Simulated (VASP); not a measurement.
Runs of VASP 6.6.1 on CdS (Hawleyite). The structure is that of space group F-43m (No. 216), or close to it. The cells are those of the table. 

```csv
task,cell,k mesh,cutoff (eV),smearing,gap on the mesh (eV),pressure (GPa)
single point,"a = 4.136, b = 4.136, c = 4.161 Å, angles 60.2, 60.2, 90.0°, 2 atoms",8 × 8 × 8,520,gaussian 0.01 eV,1.53,0.5
single point,"a = 4.074, b = 4.074, c = 4.141 Å, angles 60.5, 60.5, 90.0°, 2 atoms",8 × 8 × 8,520,gaussian 0.01 eV,1.57,(b)
relaxation of cell and atoms,"relaxed from a = 4.125 Å, angles 60.0, 60.0, 90.0°, 2 atoms",12 × 12 × 12,600,fermi-dirac 0.08 eV,1.53,0.0
single point,"a = 4.074, b = 4.074, c = 4.176 Å, angles 60.8, 60.8, 90.0°, 2 atoms",8 × 8 × 8,520,gaussian 0.01 eV,1.51,1.0
single point,"a = 4.115, b = 4.115, c = 4.149 Å, angles 60.3, 60.3, 90.0°, 2 atoms",8 × 8 × 8,520,gaussian 0.01 eV,1.55,1.2
single point,"a = 4.178, b = 4.178, c = 4.151 Å, angles 59.8, 59.8, 90.0°, 2 atoms",8 × 8 × 8,520,gaussian 0.01 eV,1.51,(a)
single point,"a = 4.198, b = 4.198, c = 4.146 Å, angles 59.6, 59.6, 90.0°, 2 atoms",8 × 8 × 8,520,gaussian 0.01 eV,1.48,0.0
single point,"a = 4.157 Å, angles 60.0, 60.0, 90.0°, 2 atoms",12 × 12 × 12,520,fermi-dirac 0.08 eV,1.54,0.3
single point,"a = 4.178, b = 4.178, c = 4.161 Å, angles 59.9, 59.9, 90.0°, 2 atoms",8 × 8 × 8,520,gaussian 0.01 eV,1.51,-0.1
single point,"a = 4.198, b = 4.198, c = 4.165 Å, angles 59.7, 59.7, 90.0°, 2 atoms",8 × 8 × 8,520,gaussian 0.01 eV,1.47,-0.6
single point,"a = 4.115, b = 4.115, c = 4.166 Å, angles 60.4, 60.4, 90.0°, 2 atoms",8 × 8 × 8,520,gaussian 0.01 eV,1.53,0.6
```

Alike in all rows: level r2SCAN; potentials or basis VASP PAW PBE potentials, release 64 (Cd, S); no spin polarisation.

Task: Estimate the missing entries.

Result: (a) 0.1; (b) 2.1.

Caveats: the PAW data sets were made with another functional, which shifts forces and pressure a little.

A k mesh can miss the band edges, and the runs leave out spin-orbit coupling on Cd.
